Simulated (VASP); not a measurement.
Write the native input for VASP 6.6.1 that does the following.

```yaml
Task: single point
Functional: LDA
Potentials_or_basis: VASP PAW LDA potentials, release 64 (Al)
Cutoff: 400 eV
k_mesh: 6 × 6 × 1
Occupations: gaussian, width 0.1 eV
Spin: no spin polarisation
Dipole_correction: yes
Further_INCAR_settings: ALGO = Normal; EDIFF = 1e-06; NBANDS = 30; NELMDL = -8
```

The structure of Al lies in POSCAR:

```
Al
1.0
    5.6343731020      0.0000000000      0.0000000000
   -2.8171865510      4.8795102407      0.0000000000
    0.0000000000      0.0000000000     20.0320257113
Al
12
Direct
    0.3333333333      0.1666666667      0.1996802549
    0.3333333333      0.6666666667      0.1996802549
    0.8333333333      0.1666666667      0.1996802549
    0.8333333333      0.6666666667      0.1996802549
    0.1666666667      0.3333333333      0.3128118626
    0.1666666667      0.8333333333      0.3128118626
    0.6666666667      0.3333333333      0.3128118626
    0.6666666667      0.8333333333      0.3128118626
    0.0000000000      0.0000000000      0.4259192672
    0.0000000000      0.5000000000      0.4259192672
    0.5000000000      0.0000000000      0.4259192672
    0.5000000000      0.5000000000      0.4259192672
```

The input as run:

INCAR

```
SYSTEM = Al
PREC = Accurate
ENCUT = 400
EDIFF = 1E-6
ISMEAR = 0
SIGMA = 0.1
LREAL = .False.
LASPH = .True.
NELM = 120
ALGO = Normal
ISIF = 2
LWAVE = .False.
LCHARG = .True.
LDIPOL = .True.
IDIPOL = 3
DIPOL = 0.5 0.5 0.313
LELF = .True.
LVHAR = .True.
LVACPOTAV = .True.
NBANDS = 30
GGA_COMPAT = .False.
NELMDL = -8
```

KPOINTS

```
regular mesh
0
Gamma
  6 6 1
  0 0 0
```

Potentials or basis: VASP PAW LDA potentials, release 64 (Al).

The run is started by

```sh
$ cat potpaw_LDA.64/Al/POTCAR > POTCAR
$ mpirun -np 1 vasp_std > vasp.out
```

It gave:

```
Band gap on the k mesh : zero (band 18 reaches 0.42 eV, above the bottom of band 19 at -0.61 eV)
```

Run time: 4.7 min on 1 thread of AMD EPYC 7R43 64-Core Processor (Zen 3), on a shared host, peak memory 0.34 GiB.
